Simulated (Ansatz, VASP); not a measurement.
# Two plane-wave programs on CuO

```
Cu O
1.0
     3.17550    0.00000    0.00000
     0.00000    3.17550    0.00000
     0.00000    0.00000    4.64953
Cu O
2 2
Direct
  0.00000 0.00000 0.00000
  0.50000 0.50000 0.00000
  0.50000 0.00000 0.26700
  0.00000 0.50000 0.73300
```

Alike in both runs: functional PBEsol; k mesh 8 × 8 × 6; occupations fermi-dirac, width 0.05 eV; no spin polarisation; Hubbard terms Cu d U = 4.5 eV.

|  | VASP | Ansatz |
| --- | --- | --- |
| version | VASP 6.6.1 | Ansatz 0.2.0 |
| potentials or method | VASP PAW PBE potentials, release 64 (Cu, O) | Ansatz PAW |
| plane-wave cutoff (eV) | 520 | 420 |
| valence electrons in the cell | 34 | 50 |
| task | single point | band structure |

Ansatz gave:

| Quantity | Value |
| --- | --- |
| gap on the k mesh at the Fermi level (eV) | none |
| pressure (GPa) | 11.7 |
| traceless stress, the component that is largest in VASP (GPa) | -21.24 |
| rms of the force components (eV/Å) | 0.337 |

Estimate VASP's values.

gap on the k mesh at the Fermi level (eV): none; pressure (GPa): 5.2; traceless stress, the component that is largest in VASP (GPa): -21.01; rms of the force components (eV/Å): 0.628.

VASP's potentials were made for PBE, not for PBEsol. The programs project onto different local orbitals, so the same U acts differently, and such runs can settle in different states. Atom by atom the forces differ by 0.292 eV/Å (rms over components). A gap of «none» marks a metal or a gap that the smearing closes. VASP's potentials hold 34 valence electrons a cell and Ansatz's 50, so a difference there can come from the potentials and not from the codes.
